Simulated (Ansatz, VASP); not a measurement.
**One calculation of Pt, two programs**

```xyz
2
Lattice="2.7607 0.0000 0.0000 -1.3803 2.3908 0.0000 0.0000 0.0000 4.7921" Properties=species:S:1:pos:R:3 pbc="T T T"
Pt    0.0000    1.5939    1.1980
Pt    1.3803    0.7969    3.5941
```

Alike in both runs: task electric field gradients; functional PBE; k mesh 11 × 11 × 6; occupations fermi-dirac, width 0.01 eV; non-collinear spin, spin-orbit coupling.

```csv
,VASP,Ansatz
version,VASP 6.6.1,Ansatz 0.2.0
potentials or method,"VASP PAW PBE potentials, release 64 (Pt)",Ansatz PAW
plane-wave cutoff (eV),520,420
valence electrons in the cell,20,36
```

```tsv
	VASP	Ansatz	Ansatz less VASP
pressure (GPa)	-0.4	-0.2	+0.11
traceless stress, the component that is largest in VASP (GPa)	-1.00	-0.90	+0.101
net moment per atom (μB)	0.00	0.00	0.000
size of Vzz on the site where it differs most (V/Å²)	12.7	62.5	+49.81
```

One of these differences is far larger than is usual between the two programs; its cause wasn't traced. VASP's potentials hold 20 valence electrons a cell and Ansatz's 36, so a difference there can come from the potentials and not from the codes.
